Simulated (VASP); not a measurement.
Write the native input for VASP 6.6.1 that does the following.

* Task: single point
* Functional: PBE
* Potentials or basis: VASP PAW PBE potentials, release 64 (Cd, Se)
* Cutoff: 520 eV
* k mesh: 10 × 10 × 6
* Occupations: gaussian, width 0.05 eV
* Spin: no spin polarisation
* Dipole correction: no
* Further INCAR settings: ALGO = Normal; EDIFF = 1e-07; NBANDS = 26

The structure of CdSe lies in POSCAR:

```
CdSe
1.0
    4.3539300406      0.0000000000      0.0000000000
   -2.1769650203      3.7706140215      0.0000000000
    0.0000000000      0.0000000000      7.1064009996
Cd Se
2 2
Direct
    0.6666666667      0.3333333333     -0.0003929495
    0.3333333333      0.6666666667      0.4996070505
    0.6666666667      0.3333333333      0.3753929495
    0.3333333333      0.6666666667      0.8753929495
```

The input as run:

INCAR

```
  PREC = Accurate
  ENCUT = 520
  EDIFF = 1E-7
  ISMEAR = 0
  SIGMA = 0.05
  LREAL = F
  LASPH = T
  NELM = 100
  ALGO = Normal
  ISIF = 2
  LWAVE = F
  LCHARG = F
  GGA = PE
  NBANDS = 26
```

KPOINTS

```
Automatic mesh
0
Gamma
  10 10 6
```

Potentials or basis: VASP PAW PBE potentials, release 64 (Cd, Se).

Command:

```bash
$ cat potpaw_PBE.64/Cd/POTCAR potpaw_PBE.64/Se/POTCAR > POTCAR
$ mpirun -np 1 vasp_std > vasp.out
```

It gave:

```yaml
Pressure: 1.2 GPa
Largest_force: 0.003 eV/Å
Band_gap_on_the_k_mesh: 0.59 eV
```

Wall time 120 s on 1 thread of Intel(R) Xeon(R) Platinum 8259CL CPU @ 2.50GHz (Skylake/Cascade Lake), on a shared host, peak memory 0.31 GiB.
